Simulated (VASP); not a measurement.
# Ti3Al (P-6m2) in VASP: relaxation of cell and atoms with PBE

Aim: the relaxation of cell and atoms of Ti3Al with PBE.

All numbers are computed with VASP 6.6.1; they aren't measurements. Logs are shortened: lines on timing, memory, paths and dates and some standing lists are left out, and cuts for length are marked.

## Step 1: The cell of the first run

It takes space group P-6m2 (No. 187, hexagonal). The conventional cell has a = 2.928 Å, b = 2.928 Å, c = 9.226 Å, α = 90.00°, β = 90.00°, γ = 120.00°. Ti (site symmetry -6m2) has 12 Ti at 2.86 to 2.93 Å within 3.8 Å. Ti (site symmetry 3m) has 9 Ti at 2.86 to 2.93 Å and 3 Al at 2.86 Å within 3.8 Å. Al (site symmetry -6m2) has 6 Ti at 2.86 Å and 6 Al at 2.93 Å within 3.8 Å.

## Step 2: Relaxation of cell and atoms, PBE

Input file INCAR:

```
PREC = Accurate
ENCUT = 500
EDIFF = 1E-7
ISMEAR = 0
SIGMA = 0.1
LREAL = F
LASPH = T
NELM = 120
ALGO = Normal
ISIF = 3
LWAVE = F
LCHARG = F
GGA = PE
IBRION = 2
NSW = 100
EDIFFG = -0.01
GGA_COMPAT = F
NELMIN = 4
```

Input file KPOINTS:

```
regular mesh
0
Gamma
  18 18 6
```

Input file POSCAR:

```
Ti3Al
1.0
    2.9275422229      0.0000000000      0.0000000000
   -1.4637711114      2.5353259357      0.0000000000
    0.0000000000      0.0000000000      9.2263620000
Ti Al
3 1
Direct
    0.6666666700      0.3333333300      0.0000000000
    0.3333333300      0.6666666700      0.7505940000
    0.3333333300      0.6666666700      0.2494060000
    0.6666666700      0.3333333300      0.5000000000
```

Potentials or basis: VASP PAW PBE potentials, release 64 (Ti_sv, Al).

Started as:

```console
> cat potpaw_PBE.64/Ti_sv/POTCAR potpaw_PBE.64/Al/POTCAR > POTCAR
> mpirun -np 1 vasp_std > vasp.out
```

OUTCAR:

```text
PREC = Accurate
   ENCUT = 500
   EDIFF = 1E-7
   ISMEAR = 0
   LREAL = F
   LASPH = T
   NELM = 120
   ISIF = 3
   GGA = PE
   IBRION = 2
   NSW = 100
   EDIFFG = -0.01
   NELMIN = 4

 ion  position               nearest neighbor table
   1  0.667  0.333  0.000-   2 2.86   3 2.86   2 2.86   3 2.86   2 2.86   3 2.86
   2  0.333  0.667  0.751-   1 2.86   1 2.86   1 2.86   4 2.86   4 2.86   4 2.86
   3  0.333  0.667  0.249-   1 2.86   1 2.86   1 2.86   4 2.86   4 2.86   4 2.86
   4  0.667  0.333  0.500-   2 2.86   3 2.86   2 2.86   3 2.86   2 2.86   3 2.86

  LATTYP: Found a hexagonal cell.
 ALAT       =     2.9275422229
 C/A-ratio  =     3.1515726495

  Lattice vectors:

 A1 = (   2.9275422229,   0.0000000000,   0.0000000000)
 A2 = (  -1.4637711114,   2.5353259357,   0.0000000000)
 A3 = (   0.0000000000,   0.0000000000,   9.2263620000)

Analysis of symmetry for initial positions (statically):
=====================================================================
 Subroutine PRICEL returns:
 Original cell was already a primitive cell.

 Routine SETGRP: Setting up the symmetry group for a
 hexagonal supercell.

 Subroutine GETGRP returns: Found 12 space group operations
 (whereof 12 operations were pure point group operations)
 out of a pool of 24 trial point group operations.

The static configuration has the point symmetry D_3h.

Analysis of symmetry for dynamics (positions and initial velocities):
=====================================================================
 Subroutine PRICEL returns:
 Original cell was already a primitive cell.

 Routine SETGRP: Setting up the symmetry group for a
 hexagonal supercell.

 Subroutine GETGRP returns: Found 12 space group operations
 (whereof 12 operations were pure point group operations)
 out of a pool of 24 trial point group operations.

The dynamic configuration has the point symmetry D_3h.

 Subroutine INISYM returns: Found 12 space group operations
 (whereof 12 operations are pure point group operations),
 and found     1 'primitive' translations

----------------------------------------------------------------------------------------

                                     Primitive cell

  volume of cell :      68.4806

  direct lattice vectors                    reciprocal lattice vectors
     2.927542223  0.000000000  0.000000000     0.341583459  0.197213302  0.000000000
    -1.463771111  2.535325936  0.000000000     0.000000000  0.394426604  0.000000000
     0.000000000  0.000000000  9.226362000     0.000000000  0.000000000  0.108385082

  length of vectors
     2.927542223  2.927542223  9.226362000     0.394426604  0.394426604  0.108385082

  position of ions in fractional coordinates (direct lattice)
     0.666666670  0.333333330  0.000000000
     0.333333330  0.666666670  0.750594000
     0.333333330  0.666666670  0.249406000
     0.666666670  0.333333330  0.500000000

  ion indices of the primitive-cell ions
   primitive index   ion index
                 1           1
                 2           2
                 3           3
                 4           4

----------------------------------------------------------------------------------------

 KPOINTS: regular mesh

Automatic generation of k-mesh.
 Grid dimensions read from file:
 generate k-points for:   18   18    6

 Generating k-lattice:

  Cartesian coordinates                     Fractional coordinates (reciprocal lattice)
     0.018976859  0.010956295  0.000000000     0.055555556  0.000000000  0.000000000
     0.000000000  0.021912589  0.000000000     0.000000000  0.055555556  0.000000000
     0.000000000  0.000000000  0.018064180     0.000000000  0.000000000  0.166666667

  Length of vectors
     0.021912589  0.021912589  0.018064180

  Shift w.r.t. Gamma in fractional coordinates (k-lattice)
     0.000000000  0.000000000  0.000000000

 Subroutine IBZKPT returns following result:
 ===========================================

 Found    148 irreducible k-points:

 Following reciprocal coordinates:
            Coordinates               Weight
  0.000000  0.000000  0.000000      1.000000
  0.055556  0.000000  0.000000      6.000000
  0.111111  0.000000  0.000000      6.000000
  0.166667 -0.000000  0.000000      6.000000
  0.222222 -0.000000  0.000000      6.000000
  0.277778 -0.000000  0.000000      6.000000
[... 16 lines left out ...]
  0.333333  0.111111  0.000000     12.000000
  0.388889  0.111111  0.000000     12.000000
 [... further k-points ...]
   k-points           NKPTS =    148   k-points in BZ     NKDIM =    148   number of bands    NBANDS=     23
   number of dos      NEDOS =    301   number of ions     NIONS =      4
   total plane-waves  NPLWV =  40320
   dimension x,y,z NGX =    24 NGY =   24 NGZ =   70
   dimension x,y,z NGXF=    48 NGYF=   48 NGZF=  140
   ions per type =               3   1
   NGX,Y,Z   is equivalent  to a cutoff of  13.63, 13.63, 12.61 a.u.
   NGXF,Y,Z  is equivalent  to a cutoff of  27.26, 27.26, 25.23 a.u.
 SYSTEM =  unknown system
   PREC   = accura    normal or accurate (medium, high low for compatibility)
   ISTART =      0    job   : 0-new  1-cont  2-samecut
   ICHARG =      2    charge: 1-file 2-atom 10-const
   ISPIN  =      1    spin polarized calculation?
   LNONCOLLINEAR =      F non collinear calculations
   LSORBIT =      F    spin-orbit coupling
   LASPH  =      T    aspherical Exc in radial PAW
   ENCUT  =  500.0 eV  36.75 Ry    6.06 a.u.   5.34  5.34 16.82*2*pi/ulx,y,z
   NELM   =    120;   NELMIN=  4; NELMDL= -5     # of ELM steps
   EDIFF  = 0.1E-06   stopping-criterion for ELM
   LREAL  =      F    real-space projection
   EDIFFG = -.1E-01   stopping-criterion for IOM
   NSW    =    100    number of steps for IOM
   IBRION =      2    ionic relax: 0-MD 1-quasi-New 2-CG
   NFREE  =      1    steps in history (QN), initial steepest desc. (CG)
   ISIF   =      3    stress and relaxation
   ISYM   =      2    0-nonsym 1-usesym 2-fastsym
   POTIM  = 0.5000    time-step for ionic-motion
   TEBEG  =    0.0;   TEEND  =   0.0 temperature during run
   PSTRESS=    0.0 pullay stress
   NELECT =      39.0000    total number of electrons
   NUPDOWN=      -1.0000    fix difference up-down
   EMIN   =  10.00;   EMAX   =-10.00  energy-range for DOS
   EFERMI =   0.00;   METHOD = LEGACY
   ISMEAR =     0;   SIGMA  =   0.10  broadening in eV -4-tet -1-fermi 0-gaus
   EFERMI_NEDOS =   21; number of points for ismear=-14 and -15
   IALGO  =     38    algorithm
   IMIX   =      4    mixing-type and parameters
     AMIX     =   0.40;   BMIX     =  1.00
     AMIX_MAG =   1.60;   BMIX_MAG =  1.00
  volume/ion in A,a.u.               =      17.12       115.53
  Fermi-wavevector in a.u.,A,eV,Ry     =   1.356981  2.564323 25.053746  1.841398
  Thomas-Fermi vector in A             =   2.483938
   LORBIT       =      0    0 simple, 1 ext, 2 COOP (PROOUT), +10 PAW based schemes
   GGA     = PE    functional components
   LHFCALC =     F    Hartree Fock is set to
   AEXX    =    0.0000 exact exchange contribution
   IVDW    =     0    specifies the selected vdW correction
   LEPSILON=     F    determine dielectric tensor
   LRPA    =     F    only Hartree local field effects (RPA)
 conjugate gradient relaxation of ions
 non-spin polarized calculation
 Gauss-broadening in eV      SIGMA  =   0.10
  energy-cutoff  :      500.00
  volume of cell :       68.48
 maximum number of plane-waves:      1774
 NGX is ok and might be reduce to    24
   NGX = 11   NGY = 11   NGZ = 33

 number of electron      38.9999989 magnetization

 Free energy of the ion-electron system (eV)
  ---------------------------------------------------
  ext. energy  EPLUGINS =         0.00000000
  ---------------------------------------------------
  free energy    TOTEN  =       -27.77921811 eV

  energy without entropy =      -27.76088107  energy(sigma->0) =      -27.77004959

 E-fermi :   7.9870     XC(G=0): -11.1944

 val. band max:        7.9788477503   @ k =   0.2222  -0.0000   0.3333
 cond. band min:       7.9880653050   @ k =   0.2222  -0.0000   0.5000
 fundamental gap:      0.0092175546
 Fermi energy:         7.9869548829

 k-point     1 :       0.0000    0.0000    0.0000
  band No.  band energies     occupation
      1     -48.7471      2.00000
      2     -48.6961      2.00000
      3     -48.6413      2.00000
      4     -25.2619      2.00000
      5     -25.0119      2.00000
      6     -24.7271      2.00000
[... 15 lines left out ...]
     22       8.9053      0.00000
     23       8.9053      0.00000

 k-point     2 :       0.0556    0.0000    0.0000
  band No.  band energies     occupation
      1     -48.7441      2.00000
      2     -48.6939      2.00000
      3     -48.6398      2.00000
      4     -25.2567      2.00000
      5     -25.0120      2.00000
      6     -24.7345      2.00000
[... 15 lines left out ...]
     22       8.8879      0.00000
     23       8.9510      0.00000

 k-point     3 :       0.1111    0.0000    0.0000
  band No.  band energies     occupation
      1     -48.7357      2.00000
      2     -48.6875      2.00000
      3     -48.6356      2.00000
      4     -25.2418      2.00000
      5     -25.0132      2.00000
      6     -24.7610      2.00000
[... 15 lines left out ...]
     22       9.0305      0.00000
     23       9.0780      0.00000

 k-point     4 :       0.1667   -0.0000    0.0000
  band No.  band energies     occupation
      1     -48.7225      2.00000
      2     -48.6777      2.00000
      3     -48.6292      2.00000
      4     -25.2190      2.00000
      5     -25.0196      2.00000
      6     -24.8109      2.00000
[... 15 lines left out ...]
     22       9.0139      0.00000
     23       9.2201      0.00000

 k-point     5 :       0.2222   -0.0000    0.0000
  band No.  band energies     occupation
      1     -48.7058      2.00000
      2     -48.6657      2.00000
      3     -48.6217      2.00000
      4     -25.1918      2.00000
      5     -25.0386      2.00000
      6     -24.8761      2.00000
[... 434 lines left out ...]
 k-point    22 :       0.2778    0.1111    0.0000
  band No.  band energies     occupation
      1     -48.6643      2.00000
      2     -48.6375      2.00000
      3     -48.6070      2.00000
      4     -25.1510      2.00000
      5     -25.1247      2.00000
      6     -25.0052      2.00000
[... 15 lines left out ...]
     22       8.5899      0.00000
     23       9.0168      0.00000

 k-point    23 :       0.3333    0.1111    0.0000
  band No.  band energies     occupation
      1     -48.6489      2.00000
      2     -48.6282      2.00000
      3     -48.6038      2.00000
      4     -25.1683      2.00000
      5     -25.1639      2.00000
      6     -25.0526      2.00000
[... 15 lines left out ...]
     22       8.6345      0.00000
     23       8.9751      0.00000

 k-point    24 :       0.3889    0.1111    0.0000
  band No.  band energies     occupation
      1     -48.6377      2.00000
      2     -48.6221      2.00000
      3     -48.6028      2.00000
      4     -25.1992      2.00000
      5     -25.1819      2.00000
      6     -25.0827      2.00000
[... 15 lines left out ...]
     22       8.6607      0.00000
     23       9.0740      0.00000

 [... further k-points ...]
[... 5 lines left out ...]
  --------------------------------------------------------------------------------------
  -------------------------------------------------------------------------------------
  Total        0.0160760      0.0160760      0.0155370      0.0000000      0.0000000      0.0000000
  in kB        0.3761145      0.3761145      0.3635044      0.0000000      0.0000000      0.0000000
  external PRESSURE =       0.3719112 kB  Pullay stress =       0.0000000 kB

 VOLUME and BASIS-vectors are now :
 -----------------------------------------------------------------------------
  energy-cutoff  :      500.00
  volume of cell :       68.48
      direct lattice vectors                 reciprocal lattice vectors
     2.927542223  0.000000000  0.000000000     0.341583459  0.197213302  0.000000000
    -1.463771111  2.535325936  0.000000000     0.000000000  0.394426604  0.000000000
     0.000000000  0.000000000  9.226362000     0.000000000  0.000000000  0.108385082

 POSITION                                       TOTAL-FORCE (eV/Angst)
 -----------------------------------------------------------------------------------
      1.46377      0.84511      0.00000         0.000000     -0.000000      0.000000
     -0.00000      1.69022      6.92525        -0.000000      0.000000     -0.004135
     -0.00000      1.69022      2.30111        -0.000000      0.000000      0.004135
      1.46377      0.84511      4.61318         0.000000      0.000000      0.000000
 -----------------------------------------------------------------------------------
    total drift:                                0.000028     -0.000016      0.000000

  FREE ENERGIE OF THE ION-ELECTRON SYSTEM (eV)
  ---------------------------------------------------
  free  energy   TOTEN  =       -27.7792181098 eV

  energy  without entropy=      -27.7608810720  energy(sigma->0) =      -27.77004959

 reached required accuracy - stopping structural energy minimisation
```

Wall time 8.3 min (1 thread of AMD EPYC 7R13, shared host); peak memory 0.3 GiB.

Results:

```yaml
Free_energy: -27.7792 eV
Pressure_after_relaxing: 0.0 GPa
Largest_force_after_relaxing: 0.004 eV/Å
```

Forces in eV/Å, atoms in the order of the input:
```
Ti   0.000  0.000  0.000
Ti   0.000  0.000 -0.004
Ti   0.000  0.000  0.004
Al   0.000  0.000  0.000
```

Final structure:
```
Ti Al
1.0
     2.92754    0.00000    0.00000
    -1.46377    2.53533    0.00000
     0.00000    0.00000    9.22636
Ti Al
3 1
Cartesian
  1.4638 0.8451 0.0000
  0.0000 1.6902 6.9253
  0.0000 1.6902 2.3011
  1.4638 0.8451 4.6132
```

Caveat: the relaxation stopped at its first step, so nothing moved.
